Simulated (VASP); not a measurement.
## Al: single point with PBE+D3(BJ)

Crystal: Al.

```
CELL_PARAMETERS angstrom
2.96610 0.00000 0.00000
-1.48305 2.56872 0.00000
0.00000 0.00000 8.98848
ATOMIC_POSITIONS crystal
Al 0.00000 0.00000 0.00000
Al 0.33333 0.66667 0.25000
Al 0.00000 0.00000 0.50000
Al 0.66667 0.33333 0.75000
```

This isn't the form of Al at room conditions, which is fcc.

```yaml
Program: VASP 6.6.1
Task: single point
Functional: PBE
Dispersion: D3(BJ)
Potentials_or_basis: VASP PAW PBE potentials, release 64 (Al)
Cutoff: 520 eV
k_mesh: 18 × 18 × 6
Occupations: gaussian, width 0.15 eV
Spin: no spin polarisation
```

- Pressure: -5.0 GPa
- Band gap on the k mesh: zero (bands 6 and 7 overlap by 6.58 eV)
- Dispersion energy per atom: -0.324 eV

Stress tensor (GPa, compression positive):
```
-6.32  0.00  0.00
 0.00 -6.32  0.00
 0.00  0.00 -2.35
```

Levels at points of the mesh, in eV from the Fermi level:
```
           k point  band 2  band 3  band 4  band 5  band 6  band 7  band 8  band 9  band 10  band 11
(0.00, 0.00, 0.00)   -9.08   -9.07   -4.03   -3.41    4.77    4.79    9.21    9.21     9.55     9.55
(0.50, 0.00, 0.00)   -5.30   -3.94   -3.78   -3.50   -3.29    0.94    1.45    1.89     2.10     4.56
(0.00, 0.00, 0.50)  -10.44   -6.83   -6.83    0.18    0.18    9.53    9.53    9.53     9.53     9.83
(0.50, 0.00, 0.50)   -5.08   -4.84   -4.84   -1.76   -1.76   -1.09   -1.09    4.95     4.95     5.06
```

Run time: 41 s on 1 thread of Intel(R) Xeon(R) 6975P-C (Granite Rapids), on a shared host, peak memory 0.26 GiB.

Caveat: the cell stands under tension.
